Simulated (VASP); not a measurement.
# PbSe (P6_3mc) in VASP: a series of runs, part 2 of 2

VASP 6.6.1. Earlier steps stand in the parts before.

### 3 Single point, PBE (35.67 Å³/atom)

This run uses another cell than the first one, of 35.67 Å³/atom.

Contents of INCAR:

```
ALGO = Normal ; EDIFF = 1E-6
ENCUT = 520 ; GGA = PE
ISIF = 2 ; ISMEAR = 0
LASPH = T ; LCHARG = F
LREAL = F ; LWAVE = F
NBANDS = 28 ; NELM = 100
PREC = Accurate ; SIGMA = 0.01
```

Contents of KPOINTS:

```
k-points
0
Gamma
  6 6 4
```

Contents of POSCAR:

```
PbSe
1.0
    5.1549978172      0.0000000000      0.0000000000
   -2.5774989086      4.4643590661      0.0000000000
    0.0000000000      0.0000000000      6.2002980116
Pb Se
2 2
Direct
    0.3333333333      0.6666666667     -0.0648560059
    0.6666666667      0.3333333333      0.4351439941
    0.3333333333      0.6666666667      0.4398560059
    0.6666666667      0.3333333333      0.9398560059
```

Potentials or basis: VASP PAW PBE potentials, release 64 (Pb_d, Se).

On the command line:

```sh
> cat potpaw_PBE.64/Pb_d/POTCAR potpaw_PBE.64/Se/POTCAR > POTCAR
> mpirun -np 1 vasp_std > vasp.out
```

It took 90 s on 1 thread of AMD EPYC 7R43 (Zen 3), shared host; peak memory 0.26 GiB.

The run converged. Its results:

```yaml
Free_energy: -16.0649 eV
Pressure: 1.2 GPa
Largest_force: 0.010 eV/Å
Band_gap_on_the_k_mesh: 1.15 eV
```

Forces in eV/Å, atoms in the order of the input:
```
Pb   0.000  0.000  0.010
Pb   0.000  0.000  0.010
Se   0.000  0.000 -0.010
Se   0.000  0.000 -0.010
```

Levels at points of the mesh, in eV from the valence-band top:
| k point | band 17 | band 18 | band 19 | band 20 | band 21 | band 22 | band 23 | band 24 |
| --- | --- | --- | --- | --- | --- | --- | --- | --- |
| (0.00, 0.00, 0.00) | -2.95 | -1.73 | -1.73 | -1.72 | 1.73 | 1.73 | 3.20 | 3.20 |
| (0.50, 0.00, 0.00) | -2.76 | -2.14 | -2.10 | -0.65 | 2.66 | 3.24 | 4.06 | 4.13 |
| (0.00, 0.00, 0.50) | -2.36 | -2.36 | -1.32 | -1.32 | 2.12 | 2.12 | 2.12 | 2.12 |
| (0.50, 0.00, 0.50) | -1.75 | -1.75 | -0.67 | -0.67 | 1.38 | 1.38 | 2.97 | 2.97 |

Caveat: spin-orbit coupling is left out, which moves the levels of the heavy elements.

### 4 Single point, PBE

This run uses another cell than the first one, of 36.02 Å³/atom.

Contents of INCAR:

```
SYSTEM = PbSe
PREC = Accurate ; ENCUT = 520
EDIFF = 1E-6 ; ISMEAR = 0
SIGMA = 0.01 ; LREAL = .False.
LASPH = .True. ; NELM = 60
ALGO = Normal ; ISIF = 2
LWAVE = .False. ; LCHARG = .False.
GGA = PE ; NBANDS = 28
```

Contents of KPOINTS:

```
Automatic mesh
0
Gamma
  6 6 4
  0 0 0
```

Contents of POSCAR:

```
PbSe
1.0
    5.1741442875      0.0000000001      0.0000000000
   -2.5870721438      4.4809403958      0.0000000000
    0.0000000000      0.0000000000      6.2147753187
Pb Se
2 2
Direct
    0.3333333333      0.6666666667     -0.0648967816
    0.6666666667      0.3333333333      0.4351032184
    0.3333333333      0.6666666667      0.4398967816
    0.6666666667      0.3333333333      0.9398967816
```

Potentials or basis: VASP PAW PBE potentials, release 64 (Pb_d, Se).

On the command line:

```sh
> cat potpaw_PBE.64/Pb_d/POTCAR potpaw_PBE.64/Se/POTCAR > POTCAR
> mpirun -np 1 vasp_std > vasp.out
```

OUTCAR:

```text
SYSTEM = PbSe
   PREC = Accurate
   ENCUT = 520
   EDIFF = 1E-6
   ISMEAR = 0
   LREAL = .False.
   LASPH = .True.
   NELM = 60
   ISIF = 2
   GGA = PE

 ion  position               nearest neighbor table
   1  0.333  0.667  0.935-   4 2.99   4 2.99   4 2.99   3 3.08   3 3.14
   2  0.667  0.333  0.435-   3 2.99   3 2.99   3 2.99   4 3.08   4 3.14
   3  0.333  0.667  0.440-   2 2.99   2 2.99   2 2.99   1 3.08   1 3.14
   4  0.667  0.333  0.940-   1 2.99   1 2.99   1 2.99   2 3.08   2 3.14

  LATTYP: Found a hexagonal cell.
 ALAT       =     5.1741442875
 C/A-ratio  =     1.2011213784
[... 846 lines left out ...]
  --------------------------------------------------------------------------------------
  -------------------------------------------------------------------------------------
  Total        0.6574812      0.6574812      0.7919883      0.0000000      0.0000000     -0.0000000
  in kB        7.3107303      7.3107303      8.8063556      0.0000000      0.0000000     -0.0000000
  external PRESSURE =       7.8092721 kB  Pullay stress =       0.0000000 kB

 VOLUME and BASIS-vectors are now :
 -----------------------------------------------------------------------------
  energy-cutoff  :      520.00
  volume of cell :      144.09
      direct lattice vectors                 reciprocal lattice vectors
     5.174144287  0.000000000  0.000000000     0.193268673  0.111583720  0.000000000
    -2.587072144  4.480940396  0.000000000    -0.000000000  0.223167441  0.000000000
     0.000000000  0.000000000  6.214775319     0.000000000  0.000000000  0.160906863

 POSITION                                       TOTAL-FORCE (eV/Angst)
 -----------------------------------------------------------------------------------
     -0.00000      2.98729      5.81146         0.000000     -0.000000      0.008002
      2.58707      1.49365      2.70407        -0.000000      0.000000      0.008002
     -0.00000      2.98729      2.73386         0.000000      0.000000     -0.008002
      2.58707      1.49365      5.84125         0.000000      0.000000     -0.008002
 -----------------------------------------------------------------------------------
    total drift:                               -0.000000      0.000000     -0.000938

  FREE ENERGIE OF THE ION-ELECTRON SYSTEM (eV)
  ---------------------------------------------------
  free  energy   TOTEN  =       -16.0735831132 eV

  energy  without entropy=      -16.0735831132  energy(sigma->0) =      -16.07358311
```

stdout:

```text
POSCAR found type information on POSCAR PbSe
 POSCAR found :  2 types and       4 ions
 scaLAPACK will be used
 LDA part: xc-table for (Slater+PW92), standard interpolation
 POSCAR, INCAR and KPOINTS ok, starting setup
 FFT: planning ... GRIDC
 FFT: planning ... GRID_SOFT
 FFT: planning ... GRID
 WAVECAR not read
 entering main loop
```

It took 88 s on 1 thread of AMD EPYC 7R43 (Zen 3), shared host; peak memory 0.25 GiB.

Results:

```
Free energy            : -16.0736 eV
Pressure               : 0.8 GPa
Largest force          : 0.008 eV/Å
Band gap on the k mesh : 1.17 eV
```

Forces on the atoms (eV/Å):
```
Pb   0.000  0.000  0.008
Pb   0.000  0.000  0.008
Se   0.000  0.000 -0.008
Se   0.000  0.000 -0.008
```

Stress tensor (GPa, compression positive):
```
0.73 0.00 0.00
0.00 0.73 0.00
0.00 0.00 0.88
```

Levels at points of the mesh, in eV from the valence-band top:
| k point | band 17 | band 18 | band 19 | band 20 | band 21 | band 22 | band 23 | band 24 |
| --- | --- | --- | --- | --- | --- | --- | --- | --- |
| (0.00, 0.00, 0.00) | -2.90 | -1.69 | -1.69 | -1.68 | 1.75 | 1.75 | 3.20 | 3.20 |
| (0.50, 0.00, 0.00) | -2.71 | -2.09 | -2.07 | -0.63 | 2.65 | 3.23 | 4.04 | 4.15 |
| (0.00, 0.00, 0.50) | -2.31 | -2.31 | -1.29 | -1.29 | 2.14 | 2.14 | 2.14 | 2.14 |
| (0.50, 0.00, 0.50) | -1.71 | -1.71 | -0.65 | -0.65 | 1.40 | 1.40 | 2.96 | 2.96 |

Caveat: spin-orbit coupling is left out, which moves the levels of the heavy elements. A k mesh can miss the band edges.

### 5 Single point, PBE

This run uses another cell than the first one, of 36.78 Å³/atom.

Contents of INCAR:

```
PREC = Accurate
ENCUT = 520
EDIFF = 1E-7
ISMEAR = 0
SIGMA = 0.01
LREAL = F
LASPH = T
NELM = 80
ALGO = Normal
ISIF = 2
LWAVE = F
LCHARG = F
GGA = PE
NBANDS = 28
```

Contents of KPOINTS:

```
regular mesh
0
Gamma
  6 6 4
```

Contents of POSCAR:

```
PbSe
1.0
    5.2076034690      0.0000000000      0.0000000000
   -2.6038017346      4.5099168970      0.0000000000
    0.0000000000      0.0000000000      6.2635707288
Pb Se
2 2
Direct
    0.3333333333      0.6666666667     -0.0648560059
    0.6666666667      0.3333333333      0.4351439941
    0.3333333333      0.6666666667      0.4398560059
    0.6666666667      0.3333333333      0.9398560059
```

On the command line:

```sh
> cat potpaw_PBE.64/Pb_d/POTCAR potpaw_PBE.64/Se/POTCAR > POTCAR
> mpirun -np 1 vasp_std > vasp.out
```

Run time: 2 min. Hardware: 1 thread of AMD EPYC 7R43 (Zen 3), shared host; peak memory 0.25 GiB.

The run converged. Its results:

| Quantity | Value |
| --- | --- |
| Free energy | -16.0815 eV |
| Pressure | 0.0 GPa |
| Band gap on the k mesh | 1.19 eV |

Levels at points of the mesh, in eV from the valence-band top:
```tsv
k point	band 16	band 17	band 18	band 19	band 20	band 21	band 22	band 23	band 24	band 25
(0.00, 0.00, 0.00)	-2.78	-2.78	-1.61	-1.61	-1.59	1.81	1.81	3.20	3.20	4.69
(0.50, 0.00, 0.00)	-3.40	-2.59	-2.00	-1.98	-0.60	2.65	3.20	4.03	4.15	5.00
(0.00, 0.00, 0.50)	-2.22	-2.22	-2.22	-1.24	-1.24	2.18	2.18	2.18	2.18	2.39
(0.50, 0.00, 0.50)	-2.77	-1.63	-1.63	-0.63	-0.63	1.42	1.42	2.95	2.95	4.20
```

Caveat: spin-orbit coupling is left out, which moves the levels of the heavy elements. A k mesh can miss the band edges.

### 6 Summary

```tsv
cell	gap on the mesh (eV)	pressure (GPa)	largest force (eV/Å)
a = 5.101, b = 5.101, c = 6.136 Å, angles 90.0, 90.0, 120.0°, 4 atoms	1.10	2.6	0.02
a = 5.155, b = 5.155, c = 6.200 Å, angles 90.0, 90.0, 120.0°, 4 atoms	1.15	1.2	0.01
a = 5.174, b = 5.174, c = 6.215 Å, angles 90.0, 90.0, 120.0°, 4 atoms	1.17	0.8	0.01
a = 5.208, b = 5.208, c = 6.264 Å, angles 90.0, 90.0, 120.0°, 4 atoms	1.19	0.0	-
```

Alike in all rows: task single point; level PBE; potentials or basis VASP PAW PBE potentials, release 64 (Pb_d, Se); no spin polarisation; k mesh 6 × 6 × 4; cutoff (eV) 520; smearing gaussian 0.01 eV.

Caveats: spin-orbit coupling is left out, which moves the levels of the heavy elements.

Total energies depend on the potentials used, so only differences within one code and one set of settings carry meaning.
